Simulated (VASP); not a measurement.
TmH: relaxation of cell and atoms with PBE

Crystal: TmH.

```
Tm H
1.0
     3.13577    0.00000    0.00000
     0.00000    3.13577    0.00000
     0.00000    0.00000    3.13577
Tm H
1 1
Direct
  0.50000 0.50000 0.50000
  0.00000 0.00000 0.00000
```

The cell was built from a structure type or drawn by symmetry, and may not be a known phase.

```json
{
 "Program": "VASP 6.6.1",
 "Task": "relaxation of cell and atoms",
 "Functional": "PBE",
 "Potentials or basis": "VASP PAW PBE potentials, release 64 (Tm_3, H), 4f in core",
 "Cutoff": "500 eV",
 "k mesh": "18 × 18 × 18",
 "Occupations": "gaussian, width 0.1 eV",
 "Spin": "no spin polarisation",
 "Dipole correction": "no",
 "Mended": "yes",
 "Further INCAR settings": "ALGO = Normal; EDIFF = 1e-07; IBRION = 2; EDIFFG = -0.01; NSW = 100; ISIF = 3"
}
```

```yaml
Relaxed_volume: 15.25 Å³/atom
Relaxed_cell: a = 3.125 Å, b = 3.125 Å, c = 3.125 Å, α = 90.00°, β = 90.00°, γ = 90.00°
Space_group_after_relaxing_to_0.1_Å: Pm-3m (No. 221)
Energy_gained_by_relaxing: 0.3 meV/atom
Ionic_steps: 3
Pressure_after_relaxing: 0.0 GPa
Band_gap_on_the_k_mesh: zero (bands 5 and 6 overlap by 2.27 eV)
```

Step by step:
| step | energy change (eV) | largest force (eV/Å) | pressure (GPa) | volume (Å³) |
| --- | --- | --- | --- | --- |
| 1 | 0.0000 | 0.0000 | -0.53 | 30.83 |
| 2 | -0.0005 | 0.0000 | -0.15 | 30.61 |
| 3 | -0.0005 | 0.0000 | 0.01 | 30.51 |

Final structure:
```xyz
2
Lattice="3.1247 0.0000 0.0000 0.0000 3.1247 0.0000 0.0000 0.0000 3.1247" Properties=species:S:1:pos:R:3 pbc="T T T"
Tm    1.5623    1.5623    1.5623
H     0.0000    0.0000    0.0000
```

Levels at points of the mesh, in eV from the Fermi level:
| k point | band 1 | band 2 | band 3 | band 4 | band 5 | band 6 | band 7 | band 8 | band 9 |
| --- | --- | --- | --- | --- | --- | --- | --- | --- | --- |
| (0.00, 0.00, 0.00) | -25.16 | -25.16 | -25.16 | -8.00 | -0.73 | -0.73 | 5.56 | 6.49 | 6.49 |
| (0.50, 0.00, 0.00) | -26.01 | -25.08 | -25.08 | -4.64 | -2.94 | 0.18 | 3.02 | 3.02 | 6.88 |
| (0.50, 0.50, 0.00) | -25.88 | -25.88 | -25.01 | -5.34 | -0.14 | 3.11 | 3.11 | 3.93 | 3.93 |
| (0.50, 0.50, 0.50) | -25.77 | -25.77 | -25.77 | -2.49 | -1.19 | -1.19 | -1.19 | 8.68 | 8.68 |

Wall time 49 s on 1 thread of AMD EPYC 9R45 96-Core Processor (Zen 5) (shared host), peak memory 0.18 GiB.

Caveat: spin-orbit coupling is left out, which moves the levels of the heavy elements; the 4f electrons are frozen in the core, so they carry no moment and show no levels. Spin polarisation is off, so any magnetic state and its effect on volume and gap are missing.
